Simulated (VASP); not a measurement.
The system is Mg3O2.

```
Mg O
1.0
    -2.01491    2.36552    4.06010
     2.01491   -2.36552    4.06010
     2.01491    2.36552   -4.06010
Mg O
3 2
Cartesian
  2.0149 0.0000 1.9881
  0.0000 2.3655 2.0720
  2.0149 0.0000 0.0000
  0.0000 0.0000 4.0601
  0.0000 2.3655 0.0000
```

The cell was generated, and may not be a known phase.

```yaml
Program: VASP 6.6.1
Task: relaxation of cell and atoms
Functional: PBE
Potentials_or_basis: VASP PAW PBE potentials, release 64 (Mg_sv, O)
Cutoff: 840 eV
k_mesh: 5 × 5 × 5
Occupations: gaussian, width 0.2 eV
Spin: no spin polarisation
```

At the start: pressure 14.2 GPa; volume 15.48 Å³/atom.

**Question.** How do energy, volume and symmetry change on relaxing?

**Answer.** Over 24 steps the energy falls by 1561.7 meV/atom and the volume is 19.64 Å³/atom (+26.9 %); space group Immm (No. 71, to 0.1 Å) before and after.

The path:
```csv
step,energy change (eV),largest force (eV/Å),pressure (GPa),volume (Å³)
1,0.0000,8.9933,14.19,77.41
2,-6.1672,2.0510,-5.38,92.06
3,-6.3619,1.7886,-6.08,93.81
4,-6.6341,1.2562,-7.09,97.25
5,-6.6737,0.0030,-8.67,103.83
6,-6.7331,0.8615,-7.27,98.83
7,-7.4549,1.3330,1.96,86.67
8,-7.4547,1.2869,1.73,86.87
9,-7.6078,0.0446,3.69,84.37
10,-7.6577,0.3261,2.54,85.21
11,-7.6865,0.1429,-0.65,88.73
12,-7.6872,0.0853,-0.26,88.26
13,-7.7059,0.0826,-0.16,88.91
14,-7.7429,0.0309,0.32,90.76
15,-7.7360,0.4614,1.84,94.00
16,-7.7566,0.0938,0.85,92.15
17,-7.7689,0.0138,0.73,92.80
18,-7.7923,0.1894,0.42,94.75
19,-7.7460,0.4443,0.00,98.48
20,-7.7944,0.2378,0.34,95.33
21,-7.7945,0.2486,0.33,95.47
22,-7.7975,0.2225,0.27,95.74
23,-7.8043,0.1448,0.12,96.56
24,-7.8084,0.0262,-0.19,98.20
```

Final structure:
```
CELL_PARAMETERS angstrom
-2.50514 1.82359 5.37390
2.50514 -1.82359 5.37390
2.50514 1.82359 -5.37390
ATOMIC_POSITIONS crystal
Mg 0.32840 0.82840 0.50000
Mg 0.67160 0.17160 0.50000
Mg 0.00000 0.50000 0.50000
O 0.50000 0.50000 0.00000
O 0.50000 0.00000 0.50000
```

Caveat: the volume moved by over 15 % at a fixed basis, so the end points are rough.
